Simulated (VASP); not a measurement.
# Be3H4Br2 (P1) in VASP: notebook

The runs below take Be3H4Br2 through single point, with PBE.

Everything below comes from runs of VASP 6.6.1. Logs are shortened: lines on timing, memory, paths and dates and some standing lists are left out, and cuts for length are marked.

## (1) The cell of the first run

The typed cell holds 9 atoms: a = 3.719 Å, b = 3.894 Å, c = 12.658 Å, α = 91.39°, β = 88.98°, γ = 120.65°.

## (2) Single point, PBE

Contents of INCAR:

```
SYSTEM = Be3H4Br2
ALGO = Normal ; EDIFF = 1E-6
ENCUT = 600 ; GGA = PE
GGA_COMPAT = .False. ; ISIF = 2
ISMEAR = 0 ; LASPH = .True.
LCHARG = .True. ; LELF = .True.
LREAL = .False. ; LVHAR = .True.
LWAVE = .False. ; NBANDS = 22
NELM = 120 ; PREC = Accurate
SIGMA = 0.2
```

Contents of KPOINTS:

```
k-points
0
Gamma
  6 6 2
  0 0 0
```

Contents of POSCAR:

```
Be3H4Br2
1.0
    3.7177330737     -0.0705211880      0.0372824931
   -1.9209162981      3.3870285628     -0.0517393092
    0.0956959712     -0.1050818812     12.6574167549
Be H Br
3 4 2
Direct
    0.5630653559      0.0761977261      0.9340683689
   -0.4557533653      0.6724936985      0.5009714665
    0.5595236119      0.5849252422      0.0654850834
    0.4168634036      0.8361522541      0.5764672147
    0.7484966695      0.4225037153     -0.0004410610
    0.6712665676      0.5088918512      0.4253505564
    0.3739434482      0.7384860849      0.9995027671
    0.0653062208      0.0691146351      0.8344008247
    0.0572880877      1.0912347927      0.1641947793
```

Potentials or basis: VASP PAW PBE potentials, release 64 (Be, H, Br).

The run is started by

```
> cat potpaw_PBE.64/Be/POTCAR potpaw_PBE.64/H/POTCAR potpaw_PBE.64/Br/POTCAR > POTCAR
> mpirun -np 1 vasp_std > vasp.out
```

OUTCAR:

```text
SYSTEM = Be3H4Br2
   EDIFF = 1E-6
   ENCUT = 600
   GGA = PE
   ISIF = 2
   ISMEAR = 0
   LASPH = .True.
   LREAL = .False.
   NELM = 120
   PREC = Accurate

 ion  position               nearest neighbor table
   1  0.563  0.076  0.934-   7 1.41   5 1.41   8 2.25   8 2.25
   2  0.544  0.672  0.501-   4 1.34   6 1.34
   3  0.560  0.585  0.065-   7 1.41   5 1.41   9 2.26   9 2.26
   4  0.417  0.836  0.576-   2 1.34
   5  0.748  0.423  1.000-   3 1.41   1 1.41
   6  0.671  0.509  0.425-   2 1.34
   7  0.374  0.738  1.000-   3 1.41   1 1.41
   8  0.065  0.069  0.834-   1 2.25   1 2.25
   9  0.057  0.091  0.164-   3 2.26   3 2.26

  LATTYP: Found a triclinic cell.
 ALAT       =     3.8941698558
 B/A-ratio  =     0.9686273843
 C/A-ratio  =     3.2505553549
 COS(alpha) =     0.0075301968
 COS(beta)  =     0.0242350742
 COS(gamma) =     0.5298128412

  Lattice vectors:

 A1 = (  -1.9209162981,   3.3870285628,  -0.0517393092)
 A2 = (   1.7968167756,   3.3165073748,  -0.0144568161)
 A3 = (  -0.0956959712,   0.1050818812, -12.6574167549)

Analysis of symmetry for initial positions (statically):
=====================================================================
 Subroutine PRICEL returns:
 Original cell was already a primitive cell.

 Routine SETGRP: Setting up the symmetry group for a
 triclinic supercell.

 Subroutine GETGRP returns: Found  1 space group operations
 (whereof  1 operations were pure point group operations)
 out of a pool of  2 trial point group operations.

The static configuration has the point symmetry C_1 .

Analysis of symmetry for dynamics (positions and initial velocities):
=====================================================================
 Subroutine PRICEL returns:
 Original cell was already a primitive cell.

 Routine SETGRP: Setting up the symmetry group for a
 triclinic supercell.

 Subroutine GETGRP returns: Found  1 space group operations
 (whereof  1 operations were pure point group operations)
 out of a pool of  2 trial point group operations.

The dynamic configuration has the point symmetry C_1 .

 Subroutine INISYM returns: Found  1 space group operations
 (whereof  1 operations are pure point group operations),
 and found     1 'primitive' translations

----------------------------------------------------------------------------------------

                                     Primitive cell

  volume of cell :     157.6440

  direct lattice vectors                    reciprocal lattice vectors
     3.717733074 -0.070521188  0.037282493     0.271913918  0.154201164 -0.000775618
    -1.920916298  3.387028563 -0.051739309     0.005637375  0.298478419  0.002435347
     0.095695971 -0.105081881 12.657416755    -0.000777880  0.000765880  0.079017302

  length of vectors
     3.718588769  3.894169856 12.658214678     0.312595232  0.298541584  0.079024842

  position of ions in fractional coordinates (direct lattice)
     0.563065356  0.076197726  0.934068369
     0.544246635  0.672493698  0.500971466
     0.559523612  0.584925242  0.065485083
     0.416863404  0.836152254  0.576467215
     0.748496669  0.422503715  0.999558939
     0.671266568  0.508891851  0.425350556
     0.373943448  0.738486085  0.999502767
     0.065306221  0.069114635  0.834400825
     0.057288088  0.091234793  0.164194779

  ion indices of the primitive-cell ions
   primitive index   ion index
                 1           1
                 2           2
                 3           3
                 4           4
                 5           5
                 6           6
                 7           7
                 8           8
                 9           9

----------------------------------------------------------------------------------------

 KPOINTS: k-points

Automatic generation of k-mesh.
 Grid dimensions read from file:
 generate k-points for:    6    6    2

 Generating k-lattice:

  Cartesian coordinates                     Fractional coordinates (reciprocal lattice)
     0.045318986  0.025700194 -0.000129270     0.166666667  0.000000000  0.000000000
     0.000939563  0.049746403  0.000405891     0.000000000  0.166666667  0.000000000
    -0.000388940  0.000382940  0.039508651     0.000000000  0.000000000  0.500000000

  Length of vectors
     0.052099205  0.049756931  0.039512421

  Shift w.r.t. Gamma in fractional coordinates (k-lattice)
     0.000000000  0.000000000  0.000000000

 Subroutine IBZKPT returns following result:
 ===========================================

 Found     40 irreducible k-points:

 Following reciprocal coordinates:
            Coordinates               Weight
  0.000000  0.000000  0.000000      1.000000
  0.166667  0.000000  0.000000      2.000000
  0.333333  0.000000  0.000000      2.000000
  0.500000  0.000000  0.000000      1.000000
  0.000000  0.166667 -0.000000      2.000000
  0.166667  0.166667  0.000000      2.000000
[... 16 lines left out ...]
  0.333333  0.000000  0.500000      2.000000
  0.500000  0.000000  0.500000      1.000000
 [... further k-points ...]
   k-points           NKPTS =     40   k-points in BZ     NKDIM =     40   number of bands    NBANDS=     22
   number of dos      NEDOS =    301   number of ions     NIONS =      9
   total plane-waves  NPLWV = 103680
   dimension x,y,z NGX =    30 NGY =   32 NGZ =  108
   dimension x,y,z NGXF=    60 NGYF=   64 NGZF=  216
   ions per type =               3   4   2
   NGX,Y,Z   is equivalent  to a cutoff of  13.41, 13.66, 14.18 a.u.
   NGXF,Y,Z  is equivalent  to a cutoff of  26.82, 27.32, 28.37 a.u.
 SYSTEM =  Be3H4Br2
   PREC   = accura    normal or accurate (medium, high low for compatibility)
   ISTART =      0    job   : 0-new  1-cont  2-samecut
   ICHARG =      2    charge: 1-file 2-atom 10-const
   ISPIN  =      1    spin polarized calculation?
   LNONCOLLINEAR =      F non collinear calculations
   LSORBIT =      F    spin-orbit coupling
   LASPH  =      T    aspherical Exc in radial PAW
   ENCUT  =  600.0 eV  44.10 Ry    6.64 a.u.   7.43  7.78 25.28*2*pi/ulx,y,z
   NELM   =    120;   NELMIN=  2; NELMDL= -5     # of ELM steps
   EDIFF  = 0.1E-05   stopping-criterion for ELM
   LREAL  =      F    real-space projection
   EDIFFG = 0.1E-04   stopping-criterion for IOM
   NSW    =      0    number of steps for IOM
   IBRION =     -1    ionic relax: 0-MD 1-quasi-New 2-CG
   NFREE  =      0    steps in history (QN), initial steepest desc. (CG)
   ISIF   =      2    stress and relaxation
   ISYM   =      2    0-nonsym 1-usesym 2-fastsym
   POTIM  = 0.5000    time-step for ionic-motion
   TEBEG  =    0.0;   TEEND  =   0.0 temperature during run
   PSTRESS=    0.0 pullay stress
   NELECT =      24.0000    total number of electrons
   NUPDOWN=      -1.0000    fix difference up-down
   EMIN   =  10.00;   EMAX   =-10.00  energy-range for DOS
   EFERMI =   0.00;   METHOD = LEGACY
   ISMEAR =     0;   SIGMA  =   0.20  broadening in eV -4-tet -1-fermi 0-gaus
   EFERMI_NEDOS =   21; number of points for ismear=-14 and -15
   IALGO  =     38    algorithm
   IMIX   =      4    mixing-type and parameters
     AMIX     =   0.40;   BMIX     =  1.00
     AMIX_MAG =   1.60;   BMIX_MAG =  1.00
  volume/ion in A,a.u.               =      17.52       118.20
  Fermi-wavevector in a.u.,A,eV,Ry     =   0.874150  1.651905 10.396739  0.764139
  Thomas-Fermi vector in A             =   1.993641
   LORBIT       =      0    0 simple, 1 ext, 2 COOP (PROOUT), +10 PAW based schemes
   GGA     = PE    functional components
   LHFCALC =     F    Hartree Fock is set to
   AEXX    =    0.0000 exact exchange contribution
   IVDW    =     0    specifies the selected vdW correction
   LEPSILON=     F    determine dielectric tensor
   LRPA    =     F    only Hartree local field effects (RPA)
 non-spin polarized calculation
 Gauss-broadening in eV      SIGMA  =   0.20
  energy-cutoff  :      600.00
  volume of cell :      157.64
 maximum number of plane-waves:      5289
 NGX is ok and might be reduce to    30

 number of electron      24.0000001 magnetization

 Free energy of the ion-electron system (eV)
  ---------------------------------------------------
  ext. energy  EPLUGINS =         0.00000000
  ---------------------------------------------------
  free energy    TOTEN  =       -29.18451409 eV

  energy without entropy =      -29.18451409  energy(sigma->0) =      -29.18451409

 E-fermi :  -0.6090     XC(G=0):  -7.0658

 val. band max:       -1.4896050782   @ k =   0.0000   0.0000   0.0000
 cond. band min:       1.7420203848   @ k =   0.5000   0.0000   0.0000
 fundamental gap:      3.2316254630
 Fermi energy:        -0.6089705715

 k-point     1 :       0.0000    0.0000    0.0000
  band No.  band energies     occupation
      1     -15.6974      2.00000
      2     -15.5722      2.00000
      3      -7.9427      2.00000
      4      -4.8945      2.00000
      5      -3.7902      2.00000
      6      -3.3456      2.00000
[... 14 lines left out ...]
     21       7.6336      0.00000
     22       7.7032      0.00000

 k-point     2 :       0.1667    0.0000    0.0000
  band No.  band energies     occupation
      1     -15.5774      2.00000
      2     -15.4605      2.00000
      3      -7.7348      2.00000
      4      -4.6521      2.00000
      5      -4.0178      2.00000
      6      -3.9776      2.00000
[... 14 lines left out ...]
     21       7.1389      0.00000
     22       7.7738      0.00000

 k-point     3 :       0.3333    0.0000    0.0000
  band No.  band energies     occupation
      1     -15.3172      2.00000
      2     -15.2198      2.00000
      3      -7.2854      2.00000
      4      -5.1724      2.00000
      5      -4.9669      2.00000
      6      -3.9518      2.00000
[... 14 lines left out ...]
     21       7.2312      0.00000
     22       7.6328      0.00000

 k-point     4 :       0.5000    0.0000    0.0000
  band No.  band energies     occupation
      1     -15.1749      2.00000
      2     -15.0891      2.00000
      3      -7.1028      2.00000
      4      -5.6935      2.00000
      5      -5.0787      2.00000
      6      -4.2598      2.00000
[... 14 lines left out ...]
     21       6.6769      0.00000
     22       8.2705      0.00000

 k-point     5 :       0.0000    0.1667   -0.0000
  band No.  band energies     occupation
      1     -15.6009      2.00000
      2     -15.4814      2.00000
      3      -7.7559      2.00000
      4      -4.6772      2.00000
      5      -4.1208      2.00000
      6      -3.6602      2.00000
[... 417 lines left out ...]
 k-point    22 :       0.1667    0.0000    0.5000
  band No.  band energies     occupation
      1     -15.5774      2.00000
      2     -15.4605      2.00000
      3      -7.7345      2.00000
      4      -4.6613      2.00000
      5      -4.0551      2.00000
      6      -3.9762      2.00000
[... 14 lines left out ...]
     21       7.4775      0.00000
     22       7.7776      0.00000

 k-point    23 :       0.3333    0.0000    0.5000
  band No.  band energies     occupation
      1     -15.3172      2.00000
      2     -15.2198      2.00000
      3      -7.2853      2.00000
      4      -5.1736      2.00000
      5      -4.9606      2.00000
      6      -3.9766      2.00000
[... 14 lines left out ...]
     21       7.2753      0.00000
     22       7.4780      0.00000

 k-point    24 :       0.5000    0.0000    0.5000
  band No.  band energies     occupation
      1     -15.1749      2.00000
      2     -15.0891      2.00000
      3      -7.1027      2.00000
      4      -5.6940      2.00000
      5      -5.0785      2.00000
      6      -4.2565      2.00000
[... 14 lines left out ...]
     21       7.0640      0.00000
     22       8.2010      0.00000

 [... further k-points ...]

------------------------ aborting loop because EDIFF is reached ----------------------------------------

  FORCE on cell =-STRESS in cart. coord.  units (eV):
  Direction    XX          YY          ZZ          XY          YZ          ZX
  --------------------------------------------------------------------------------------
  -------------------------------------------------------------------------------------
  Total       -0.0458635     -0.0203384      0.1001117     -0.0044781     -0.0120083      0.0151314
  in kB       -0.4661224     -0.2067045      1.0174619     -0.0455117     -0.1220437      0.1537845
  external PRESSURE =       0.1148783 kB  Pullay stress =       0.0000000 kB

 VOLUME and BASIS-vectors are now :
 -----------------------------------------------------------------------------
  energy-cutoff  :      600.00
  volume of cell :      157.64
      direct lattice vectors                 reciprocal lattice vectors
     3.717733074 -0.070521188  0.037282493     0.271913918  0.154201164 -0.000775618
    -1.920916298  3.387028563 -0.051739309     0.005637375  0.298478419  0.002435347
     0.095695971 -0.105081881 12.657416755    -0.000777880  0.000765880  0.079017302

 POSITION                                       TOTAL-FORCE (eV/Angst)
 -----------------------------------------------------------------------------------
      2.03634      0.12022     11.83994        -0.001051     -0.000475     -0.018621
      0.77950      2.18673      6.32650         0.000472      0.000419     -0.001568
      0.96283      1.93482      0.81947         0.000558     -0.000169      0.017591
     -0.00123      2.74210      7.26887         0.007120     -0.005328     -0.010795
      2.06677      1.27321     12.65788         0.010929      0.005211      0.000344
      1.55876      1.63160      5.38254        -0.008668      0.006702      0.012060
      0.06730      2.36987     12.62686        -0.009828     -0.006207      0.000610
      0.18988      0.14181     10.56022         0.000039      0.000184     -0.006209
      0.05344      0.28772      2.07570         0.000430     -0.000336      0.006587
 -----------------------------------------------------------------------------------
    total drift:                               -0.000052     -0.000017      0.000011

  FREE ENERGIE OF THE ION-ELECTRON SYSTEM (eV)
  ---------------------------------------------------
  free  energy   TOTEN  =       -29.1845140882 eV

  energy  without entropy=      -29.1845140882  energy(sigma->0) =      -29.18451409
```

Run time: 1.7 min. Hardware: 1 thread of Intel Xeon 6975P-C (Granite Rapids), shared host; peak memory 0.4 GiB.

What came out:

```
Free energy            : -29.1845 eV
Pressure               : 0.0 GPa
Largest force          : 0.019 eV/Å
Band gap on the k mesh : 3.23 eV (least direct gap 4.10 eV)
```

Forces on the atoms (eV/Å):
```
Be  -0.001  0.000 -0.019
Be   0.000  0.000 -0.002
Be   0.001  0.000  0.018
H    0.007 -0.005 -0.011
H    0.011  0.005  0.000
H   -0.009  0.007  0.012
H   -0.010 -0.006  0.001
Br   0.000  0.000 -0.006
Br   0.000  0.000  0.007
```

Stress tensor (GPa, compression positive):
```
-0.05  0.00  0.02
 0.00 -0.02 -0.01
 0.02 -0.01  0.10
```

A k mesh can miss the band edges.

## (3) Single point, PBE

This run uses another cell than the first one, of the same volume but with other edges.

Contents of INCAR:

```
ALGO = Normal ; EDIFF = 1E-6
ENCUT = 600 ; GGA = PE
GGA_COMPAT = F ; ISIF = 2
ISMEAR = 0 ; LASPH = T
LCHARG = F ; LREAL = F
LWAVE = F ; NBANDS = 22
NELM = 120 ; PREC = Accurate
SIGMA = 0.1
```

Contents of KPOINTS:

```
k-points
0
Gamma
  6 6 2
```

Contents of POSCAR:

```
Be3H4Br2
1.0
    3.7185887685      0.0000000000      0.0000000000
   -1.7333624472      3.3501395968      0.0000000000
   -0.2245697711     -0.2235141075     12.6542486419
Be H Br
3 4 2
Direct
    0.4868676298      0.9238022739      0.0659316311
    0.8717529362      0.3275063015      0.4990285335
    0.9745983697      0.4150747578      0.9345149166
    0.5807111495      0.1638477459      0.4235327853
    0.3259929542      0.5774962847      0.0004410610
    0.1623747164      0.4911081488      0.5746494436
    0.6354573633      0.2615139151      0.0004972329
    0.9961915857      0.9308853649      0.1655991753
    0.9660532951      0.9087652073      0.8358052207
```

Potentials or basis: VASP PAW PBE potentials, release 64 (Be, H, Br).

The run is started by

```
> cat potpaw_PBE.64/Be/POTCAR potpaw_PBE.64/H/POTCAR potpaw_PBE.64/Br/POTCAR > POTCAR
> mpirun -np 1 vasp_std > vasp.out
```

It took 92 s on 1 thread of Intel Xeon 6975P-C (Granite Rapids), shared host; peak memory 0.39 GiB.

It converged, with:

- Free energy: -29.1845 eV
- Pressure: 0.0 GPa
- Largest force: 0.019 eV/Å
- Band gap on the k mesh: 3.23 eV (least direct gap 4.10 eV)

Forces in eV/Å, atoms in the order of the input:
```
Be  -0.001  0.000  0.019
Be   0.000  0.000  0.002
Be   0.001  0.000 -0.018
H    0.007  0.005  0.011
H    0.011 -0.005  0.000
H   -0.009 -0.006 -0.012
H   -0.010  0.006 -0.001
Br   0.000  0.000  0.006
Br   0.000  0.000 -0.007
```

Stress tensor (GPa, compression positive):
```
-0.05  0.01 -0.02
 0.01 -0.02 -0.01
-0.02 -0.01  0.10
```

Levels at points of the mesh, in eV from the valence-band top:
```csv
k point,band 9,band 10,band 11,band 12,band 13,band 14,band 15,band 16
"(0.00, 0.00, 0.00)",-1.10,-1.07,-0.30,0.00,4.24,4.87,5.87,7.13
"(0.50, 0.00, 0.00)",-1.71,-1.59,-1.29,-0.84,4.15,4.51,5.44,5.83
"(0.00, 0.50, 0.00)",-1.70,-1.44,-1.22,-0.75,3.35,4.58,5.77,6.05
"(0.50, 0.50, 0.00)",-1.64,-1.26,-1.21,-1.02,3.23,4.94,5.80,5.98
"(0.00, 0.00, 0.50)",-1.10,-0.83,-0.30,0.00,4.26,4.86,5.77,7.14
"(0.50, 0.00, 0.50)",-1.76,-1.52,-1.30,-0.84,4.19,4.43,5.57,5.86
"(0.00, 0.50, 0.50)",-1.73,-1.37,-1.24,-0.75,3.36,4.59,5.72,6.06
"(0.50, 0.50, 0.50)",-1.65,-1.25,-1.22,-1.02,3.25,4.95,5.73,6.02
```

A k mesh can miss the band edges.
